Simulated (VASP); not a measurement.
# SiNi (Pmmn) in VASP: further runs

SiNi is run at these levels: PBE; tasks: single point.

Program: VASP 6.6.1. These are calculated values, not measurements. Logs are shortened: lines on timing, memory, paths and dates and some standing lists are left out, and cuts for length are marked.

### Step 1. The cell of the first run

Symmetry: Pmmn, No. 59, orthorhombic system. The conventional cell has a = 3.027 Å, b = 3.273 Å, c = 4.698 Å, α = 90.00°, β = 90.00°, γ = 90.00°. Within 3.1 Å of Si (site symmetry mm2) lie 6 Ni at 2.34 to 2.40 Å and 6 Si at 2.68 to 3.03 Å. Ni (site symmetry mm2) has 6 Si at 2.34 to 2.40 Å and 6 Ni at 2.67 to 3.03 Å within 3.1 Å.

### Step 2. Single point, PBE

INCAR reads:

```
SYSTEM = SiNi
ALGO     = Normal         ! electronic algorithm
EDIFF    = 1E-6           ! SCF threshold, eV
ENCUT    = 520            ! plane-wave cutoff, eV
GGA      = PE             ! functional
ISIF     = 2              ! what is computed and relaxed
ISMEAR   = 0              ! smearing method
LASPH    = .TRUE.         ! aspherical terms in the spheres
LCHARG   = .FALSE.        ! write CHGCAR
LREAL    = .FALSE.        ! projectors in reciprocal space
LWAVE    = .FALSE.        ! write WAVECAR
NBANDS   = 22             ! bands
NELM     = 100            ! most SCF steps
PREC     = Accurate       ! precision mode
SIGMA    = 0.1            ! smearing width, eV
```

KPOINTS reads:

```
k-points
0
G
  4 4 4
  0 0 0
```

POSCAR reads:

```
SiNi
1.0
    3.0266200000      0.0000000000      0.0000000000
    0.0000000000      3.2735000000      0.0000000000
    0.0000000000      0.0000000000      4.6977600000
Si Ni
2 2
Direct
    0.5000000000      0.5000000000      0.8423000000
    0.0000000000      0.0000000000      0.1577000000
    0.5000000000      0.5000000000      0.3442200000
    0.0000000000      0.0000000000      0.6557800000
```

Potentials or basis: VASP PAW PBE potentials, release 64 (Si, Ni).

Run with:

```
> cat potpaw_PBE.64/Si/POTCAR potpaw_PBE.64/Ni/POTCAR > POTCAR
> mpirun -np 1 vasp_std > vasp.out
```

OUTCAR:

```text
SYSTEM = SiNi
   EDIFF = 1E-6
   ENCUT = 520
   GGA = PE
   ISIF = 2
   ISMEAR = 0
   LASPH = .TRUE.
   LREAL = .FALSE.
   NELM = 100
   PREC = Accurate

 ion  position               nearest neighbor table
   1  0.500  0.500  0.842-   3 2.34   3 2.36   4 2.40   4 2.40   4 2.40   4 2.40   2 2.68   2 2.68
                             2 2.68   2 2.68
   2  0.000  0.000  0.158-   4 2.34   4 2.36   3 2.40   3 2.40   3 2.40   3 2.40   1 2.68   1 2.68
                             1 2.68   1 2.68
   3  0.500  0.500  0.344-   1 2.34   1 2.36   2 2.40   2 2.40   2 2.40   2 2.40   4 2.67   4 2.67
                             4 2.67   4 2.67
   4  0.000  0.000  0.656-   2 2.34   2 2.36   1 2.40   1 2.40   1 2.40   1 2.40   3 2.67   3 2.67
                             3 2.67   3 2.67

  LATTYP: Found a simple orthorhombic cell.
 ALAT       =     3.0266200000
 B/A-ratio  =     1.0815695396
 C/A-ratio  =     1.5521472798

  Lattice vectors:

 A1 = (   3.0266200000,   0.0000000000,   0.0000000000)
 A2 = (   0.0000000000,   3.2735000000,   0.0000000000)
 A3 = (   0.0000000000,   0.0000000000,   4.6977600000)

Analysis of symmetry for initial positions (statically):
=====================================================================
 Subroutine PRICEL returns:
 Original cell was already a primitive cell.

 Routine SETGRP: Setting up the symmetry group for a
 simple orthorhombic supercell.

 Subroutine GETGRP returns: Found  8 space group operations
 (whereof  4 operations were pure point group operations)
 out of a pool of  8 trial point group operations.

The static configuration has the point symmetry C_2v.
 The point group associated with its full space group is D_2h.

Analysis of symmetry for dynamics (positions and initial velocities):
=====================================================================
 Subroutine PRICEL returns:
 Original cell was already a primitive cell.

 Routine SETGRP: Setting up the symmetry group for a
 simple orthorhombic supercell.

 Subroutine GETGRP returns: Found  8 space group operations
 (whereof  4 operations were pure point group operations)
 out of a pool of  8 trial point group operations.

The dynamic configuration has the point symmetry C_2v.
 The point group associated with its full space group is D_2h.

 Subroutine INISYM returns: Found  8 space group operations
 (whereof  4 operations are pure point group operations),
 and found     1 'primitive' translations

----------------------------------------------------------------------------------------
[... 98 lines left out ...]
   LREAL  =      F    real-space projection
   EDIFFG = 0.1E-04   stopping-criterion for IOM
   NSW    =      0    number of steps for IOM
   IBRION =     -1    ionic relax: 0-MD 1-quasi-New 2-CG
   NFREE  =      0    steps in history (QN), initial steepest desc. (CG)
   ISIF   =      2    stress and relaxation
   ISYM   =      2    0-nonsym 1-usesym 2-fastsym
   POTIM  = 0.5000    time-step for ionic-motion
   TEBEG  =    0.0;   TEEND  =   0.0 temperature during run
   PSTRESS=    0.0 pullay stress
   NELECT =      28.0000    total number of electrons
   NUPDOWN=      -1.0000    fix difference up-down
   EMIN   =  10.00;   EMAX   =-10.00  energy-range for DOS
   EFERMI =   0.00;   METHOD = LEGACY
   ISMEAR =     0;   SIGMA  =   0.10  broadening in eV -4-tet -1-fermi 0-gaus
   EFERMI_NEDOS =   21; number of points for ismear=-14 and -15
   IALGO  =     38    algorithm
   IMIX   =      4    mixing-type and parameters
     AMIX     =   0.40;   BMIX     =  1.00
     AMIX_MAG =   1.60;   BMIX_MAG =  1.00
  volume/ion in A,a.u.               =      11.64        78.52
  Fermi-wavevector in a.u.,A,eV,Ry     =   1.381997  2.611596 25.985987  1.909916
  Thomas-Fermi vector in A             =   2.506729
   LORBIT       =      0    0 simple, 1 ext, 2 COOP (PROOUT), +10 PAW based schemes
   GGA     = PE    functional components
   LHFCALC =     F    Hartree Fock is set to
   AEXX    =    0.0000 exact exchange contribution
   IVDW    =     0    specifies the selected vdW correction
   LEPSILON=     F    determine dielectric tensor
   LRPA    =     F    only Hartree local field effects (RPA)
 non-spin polarized calculation
 Gauss-broadening in eV      SIGMA  =   0.10
  energy-cutoff  :      520.00
  volume of cell :       46.54
 maximum number of plane-waves:      1270
 NGX is ok and might be reduce to    24
   NGX = 11   NGY = 13   NGZ = 17

 number of electron      28.0000015 magnetization

 Free energy of the ion-electron system (eV)
  ---------------------------------------------------
  ext. energy  EPLUGINS =         0.00000000
  ---------------------------------------------------
  free energy    TOTEN  =       -23.64758832 eV

  energy without entropy =      -23.64269194  energy(sigma->0) =      -23.64514013

 E-fermi :  11.3096     XC(G=0): -12.4563

 val. band max:       11.0546234289   @ k =   0.2500   0.0000   0.2500
 cond. band min:      11.3251497293   @ k =   0.2500   0.2500   0.5000
 fundamental gap:      0.2705263004
 Fermi energy:        11.3096273543

 k-point     1 :       0.0000    0.0000    0.0000
  band No.  band energies     occupation
      1      -2.5562      2.00000
      2       3.1842      2.00000
      3       4.8387      2.00000
      4       7.1444      2.00000
      5       7.7569      2.00000
      6       8.3190      2.00000
[... 589 lines left out ...]
     21      19.7383      0.00000
     22      19.7383      0.00000

 [... further k-points ...]

------------------------ aborting loop because EDIFF is reached ----------------------------------------

  FORCE on cell =-STRESS in cart. coord.  units (eV):
  Direction    XX          YY          ZZ          XY          YZ          ZX
  --------------------------------------------------------------------------------------
  -------------------------------------------------------------------------------------
  Total        0.0906817     -0.2166500      1.0985303      0.0000000      0.0000000      0.0000000
  in kB        3.1215404     -7.4577550     37.8147769      0.0000000      0.0000000      0.0000000
  external PRESSURE =      11.1595207 kB  Pullay stress =       0.0000000 kB

 VOLUME and BASIS-vectors are now :
 -----------------------------------------------------------------------------
  energy-cutoff  :      520.00
  volume of cell :       46.54
      direct lattice vectors                 reciprocal lattice vectors
     3.026620000  0.000000000  0.000000000     0.330401570  0.000000000  0.000000000
     0.000000000  3.273500000  0.000000000     0.000000000  0.305483428  0.000000000
     0.000000000  0.000000000  4.697760000     0.000000000  0.000000000  0.212867409

 POSITION                                       TOTAL-FORCE (eV/Angst)
 -----------------------------------------------------------------------------------
      1.51331      1.63675      3.95692         0.000000      0.000000      0.138379
      0.00000      0.00000      0.74084         0.000000      0.000000     -0.138379
      1.51331      1.63675      1.61706         0.000000      0.000000     -0.123203
      0.00000      0.00000      3.08070         0.000000      0.000000      0.123203
 -----------------------------------------------------------------------------------
    total drift:                                0.000000      0.000000      0.000000

  FREE ENERGIE OF THE ION-ELECTRON SYSTEM (eV)
  ---------------------------------------------------
  free  energy   TOTEN  =       -23.6475883212 eV

  energy  without entropy=      -23.6426919407  energy(sigma->0) =      -23.64514013
```

stdout:

```text
POSCAR found type information on POSCAR SiNi
 POSCAR found :  2 types and       4 ions
 scaLAPACK will be used
 LDA part: xc-table for (Slater+PW92), standard interpolation
 POSCAR, INCAR and KPOINTS ok, starting setup
 FFT: planning ... GRIDC
 FFT: planning ... GRID_SOFT
 FFT: planning ... GRID
 WAVECAR not read
 entering main loop
```

Run time: 56 s. Hardware: 1 thread of Intel Xeon 8259CL, shared host; peak memory 0.14 GiB.

Results:

- Free energy: -23.6476 eV
- Pressure: 1.1 GPa
- Largest force: 0.138 eV/Å
- Band gap on the k mesh: zero (bands 14 and 15 overlap by 2.28 eV)

Forces in eV/Å, atoms in the order of the input:
```
Si   0.000  0.000  0.138
Si   0.000  0.000 -0.138
Ni   0.000  0.000 -0.123
Ni   0.000  0.000  0.123
```

Caveat: the k points lie up to 0.52 Å⁻¹ apart, too coarse for converged energies and pressures of a metal. Spin polarisation is off, so any magnetic state and its effect on volume and gap are missing.

### Step 3. Single point, PBE

INCAR reads:

```
PREC = Accurate
ENCUT = 520
EDIFF = 1E-6
ISMEAR = 0
SIGMA = 0.1
LREAL = F
LASPH = T
NELM = 100
ALGO = Normal
ISIF = 2
LWAVE = F
LCHARG = F
GGA = PE
NBANDS = 22
```

KPOINTS reads:

```
Automatic mesh
0
Gamma
  6 6 4
```

POSCAR is that of step 2.

Potentials or basis: VASP PAW PBE potentials, release 64 (Si, Ni).

Run with:

```
> cat potpaw_PBE.64/Si/POTCAR potpaw_PBE.64/Ni/POTCAR > POTCAR
> mpirun -np 1 vasp_std > vasp.out
```

OUTCAR:

```text
PREC = Accurate
   ENCUT = 520
   EDIFF = 1E-6
   ISMEAR = 0
   LREAL = F
   LASPH = T
   NELM = 100
   ISIF = 2
   GGA = PE

 ion  position               nearest neighbor table
   1  0.500  0.500  0.842-   3 2.34   3 2.36   4 2.40   4 2.40   4 2.40   4 2.40   2 2.68   2 2.68
                             2 2.68   2 2.68
   2  0.000  0.000  0.158-   4 2.34   4 2.36   3 2.40   3 2.40   3 2.40   3 2.40   1 2.68   1 2.68
                             1 2.68   1 2.68
   3  0.500  0.500  0.344-   1 2.34   1 2.36   2 2.40   2 2.40   2 2.40   2 2.40   4 2.67   4 2.67
                             4 2.67   4 2.67
   4  0.000  0.000  0.656-   2 2.34   2 2.36   1 2.40   1 2.40   1 2.40   1 2.40   3 2.67   3 2.67
                             3 2.67   3 2.67

  LATTYP: Found a simple orthorhombic cell.
 ALAT       =     3.0266200000
 B/A-ratio  =     1.0815695396
 C/A-ratio  =     1.5521472798

  Lattice vectors:

 A1 = (   3.0266200000,   0.0000000000,   0.0000000000)
 A2 = (   0.0000000000,   3.2735000000,   0.0000000000)
 A3 = (   0.0000000000,   0.0000000000,   4.6977600000)

Analysis of symmetry for initial positions (statically):
=====================================================================
 Subroutine PRICEL returns:
[... 181 lines left out ...]
 cond. band min:      11.1978555772   @ k =   0.1667   0.0000   0.0000
 fundamental gap:      0.0273661454
 Fermi energy:        11.1757784381

 k-point     1 :       0.0000    0.0000    0.0000
  band No.  band energies     occupation
      1      -2.5539      2.00000
      2       3.1801      2.00000
      3       4.8331      2.00000
      4       7.1405      2.00000
      5       7.7392      2.00000
      6       8.2814      2.00000
[... 589 lines left out ...]
     21      20.0050      0.00000
     22      20.0050      0.00000

 [... further k-points ...]

------------------------ aborting loop because EDIFF is reached ----------------------------------------

  FORCE on cell =-STRESS in cart. coord.  units (eV):
  Direction    XX          YY          ZZ          XY          YZ          ZX
  --------------------------------------------------------------------------------------
  -------------------------------------------------------------------------------------
  Total        0.4887201     -0.0925270      0.5018243      0.0000000      0.0000000      0.0000000
  in kB       16.8232416     -3.1850614     17.2743297      0.0000000      0.0000000      0.0000000
  external PRESSURE =      10.3041700 kB  Pullay stress =       0.0000000 kB

 VOLUME and BASIS-vectors are now :
 -----------------------------------------------------------------------------
  energy-cutoff  :      520.00
  volume of cell :       46.54
      direct lattice vectors                 reciprocal lattice vectors
     3.026620000  0.000000000  0.000000000     0.330401570  0.000000000  0.000000000
     0.000000000  3.273500000  0.000000000     0.000000000  0.305483428  0.000000000
     0.000000000  0.000000000  4.697760000     0.000000000  0.000000000  0.212867409

 POSITION                                       TOTAL-FORCE (eV/Angst)
 -----------------------------------------------------------------------------------
      1.51331      1.63675      3.95692         0.000000      0.000000      0.125356
      0.00000      0.00000      0.74084         0.000000      0.000000     -0.125356
      1.51331      1.63675      1.61706         0.000000      0.000000     -0.128924
      0.00000      0.00000      3.08070         0.000000      0.000000      0.128924
 -----------------------------------------------------------------------------------
    total drift:                                0.000000      0.000000      0.000000

  FREE ENERGIE OF THE ION-ELECTRON SYSTEM (eV)
  ---------------------------------------------------
  free  energy   TOTEN  =       -23.6101401737 eV

  energy  without entropy=      -23.6045597160  energy(sigma->0) =      -23.60734994
```

OSZICAR:

```text
N       E                     dE             d eps       ncg     rms          rms(c)
DAV:   1     0.143303634389E+03    0.14330E+03   -0.12297E+04  2112   0.150E+03
DAV:   2    -0.188828584250E+02   -0.16219E+03   -0.15302E+03  2202   0.287E+02
DAV:   3    -0.268587278082E+02   -0.79759E+01   -0.77746E+01  2508   0.755E+01
DAV:   4    -0.270353092460E+02   -0.17658E+00   -0.17637E+00  2452   0.102E+01
DAV:   5    -0.270406497775E+02   -0.53405E-02   -0.53399E-02  2570   0.186E+00    0.194E+01
DAV:   6    -0.318661859887E+02   -0.48255E+01   -0.54884E+01  2498   0.142E+02    0.265E+01
DAV:   7    -0.236476442396E+02    0.82185E+01   -0.20628E+01  2432   0.896E+01    0.382E+00
DAV:   8    -0.236516065075E+02   -0.39623E-02   -0.18309E+00  3184   0.142E+01    0.237E+00
DAV:   9    -0.236107901344E+02    0.40816E-01   -0.17034E-01  2850   0.614E+00    0.437E-01
DAV:  10    -0.236105977293E+02    0.19241E-03   -0.50642E-03  3016   0.899E-01    0.282E-01
DAV:  11    -0.236101547764E+02    0.44295E-03   -0.82965E-04  3174   0.448E-01    0.517E-02
DAV:  12    -0.236101487062E+02    0.60702E-05   -0.57161E-05  2528   0.597E-02    0.285E-02
DAV:  13    -0.236101402501E+02    0.84561E-05   -0.97998E-06  3176   0.463E-02    0.801E-03
DAV:  14    -0.236101401737E+02    0.76448E-07   -0.20967E-06  1728   0.936E-03
   1 F= -.23610140E+02 E0= -.23607350E+02  d E =-.558046E-02
```

stdout:

```text
POSCAR found type information on POSCAR SiNi
 POSCAR found :  2 types and       4 ions
 scaLAPACK will be used
 LDA part: xc-table for (Slater+PW92), standard interpolation
 POSCAR, INCAR and KPOINTS ok, starting setup
 FFT: planning ... GRIDC
 FFT: planning ... GRID_SOFT
 FFT: planning ... GRID
 WAVECAR not read
 entering main loop
```

Wall time 70 s (1 thread of Intel Xeon 8259CL, shared host); peak memory 0.15 GiB.

What came out:

```
Free energy            : -23.6101 eV
Pressure               : 1.0 GPa
Largest force          : 0.129 eV/Å
Band gap on the k mesh : zero (bands 14 and 15 overlap by 2.31 eV)
```

Forces on the atoms (eV/Å):
```
Si   0.000  0.000  0.125
Si   0.000  0.000 -0.125
Ni   0.000  0.000 -0.129
Ni   0.000  0.000  0.129
```

Levels at points of the mesh, in eV from the Fermi level:
```csv
k point,band 12,band 13,band 14,band 15,band 16,band 17
"(0.00, 0.00, 0.00)",-1.87,-1.86,-0.98,0.85,3.04,5.18
"(0.50, 0.00, 0.00)",-2.39,-1.56,-1.56,1.74,1.74,3.59
"(0.00, 0.50, 0.00)",-2.14,-1.97,-1.97,1.32,1.32,4.66
"(0.50, 0.50, 0.00)",-1.90,-1.55,-1.55,1.57,1.57,2.09
"(0.00, 0.00, 0.50)",-1.92,1.35,2.01,2.31,2.61,2.66
"(0.50, 0.00, 0.50)",-2.04,-1.38,-1.38,3.85,3.85,5.40
"(0.00, 0.50, 0.50)",-1.90,-1.83,-1.83,5.07,5.07,5.37
"(0.50, 0.50, 0.50)",-1.92,-1.50,-1.50,-0.30,-0.30,1.03
```
